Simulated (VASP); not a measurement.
NaI, 2 atoms in the cell. Symmetry: I-4m2, No. 119, tetragonal system. Conventional cell: a = 4.900 Å, b = 4.900 Å, c = 7.350 Å, α = 90.00°, β = 90.00°, γ = 90.00°. Na (site symmetry -4m2) has 4 I at 3.06 Å within 4.0 Å. Within 4.0 Å of I (site symmetry -4m2) lie 4 Na at 3.06 Å.  This cell differs from its parent crystal: epitaxial xy strain -2.2%.

- Program: VASP 6.6.1
- Task: single point
- Functional: PBE
- Potentials or basis: VASP PAW PBE potentials, release 64 (Na_pv, I)
- Cutoff: 500 eV
- k mesh: 6 × 6 × 6
- Occupations: fermi-dirac, width 0.02 eV
- Spin: no spin polarisation
- Dipole correction: no
- Further INCAR settings: ALGO = Normal; EDIFF = 1e-06; NBANDS = 14

Potentials or basis: VASP PAW PBE potentials, release 64 (Na_pv, I).

Run with:

```bash
$ cat potpaw_PBE.64/Na_pv/POTCAR potpaw_PBE.64/I/POTCAR > POTCAR
$ mpirun -np 1 vasp_std > vasp.out
```

Hardware: 1 thread of Intel(R) Xeon(R) Platinum 8259CL CPU @ 2.50GHz (Skylake/Cascade Lake), on a shared host.

Q: How long does it take, and how much memory?

A: It took 33 s on 1 thread of Intel(R) Xeon(R) Platinum 8259CL CPU @ 2.50GHz (Skylake/Cascade Lake), with other jobs on the host, peak memory 0.23 GiB. Counts: scf iterations 13, k points 30.
